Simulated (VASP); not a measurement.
Wanted: the native input for a VASP 6.6.1 run.

```yaml
Task: single point
Functional: LDA
Potentials_or_basis: VASP PAW PBE potentials, release 64 (Yb)
Cutoff: 520 eV
k_mesh: 7 × 7 × 4
Occupations: fermi-dirac, width 0.1 eV
Spin: collinear spin, ferromagnetic start
Starting_moments: "[1.0, 1.0] μB"
Hubbard_terms: Yb f U = 5.6 eV
Dipole_correction: no
Further_INCAR_settings: ALGO = Normal; EDIFF = 1e-06; NBANDS = 35
```

The structure of Yb lies in POSCAR:

```
Yb
1.0
    3.8798991500      0.0000000000      0.0000000000
   -1.9399495700      3.3600912300      0.0000000000
    0.0000000000      0.0000000000      6.3859000000
Yb
2
Direct
    0.3333333300      0.6666666700      0.2500000000
    0.6666666700      0.3333333300      0.7500000000
```

This isn't the form of Yb at room conditions, which is fcc.

The input as run:

INCAR

```
PREC = Accurate ; ENCUT = 520
EDIFF = 1E-6 ; ISMEAR = -1
SIGMA = 0.1 ; LREAL = False
LASPH = True ; NELM = 150
ALGO = Normal ; ISIF = 2
LWAVE = False ; LCHARG = False
ISPIN = 2 ; MAGMOM = 1 1
LORBIT = 11 ; LMAXMIX = 6
LDAU = True ; LDAUTYPE = 2
LDAUL = 3 ; LDAUU = 5.6
LDAUJ = 0 ; LDAUPRINT = 1
GGA = CA ; NBANDS = 35
```

KPOINTS

```
regular mesh
0
Gamma
  7 7 4
```

Potentials or basis: VASP PAW PBE potentials, release 64 (Yb).

Run with:

```sh
$ cat potpaw_PBE.64/Yb/POTCAR > POTCAR
$ mpirun -np 1 vasp_std > vasp.out
```

It gave:

```
Pressure                                              : -2.7 GPa
Band gap on the k mesh                                : zero (filled and empty bands overlap)
Net moment                                            : 0.00 μB per cell
Valence electrons inside the program's atomic spheres : Yb 22.15
```

Caveat: the PAW data sets were made with another functional, which shifts forces and pressure a little; spin-orbit coupling is left out, which moves the levels of the heavy elements.

It took 3.5 min on 1 thread of Intel(R) Xeon(R) 6975P-C (Granite Rapids) (shared host), peak memory 0.24 GiB.
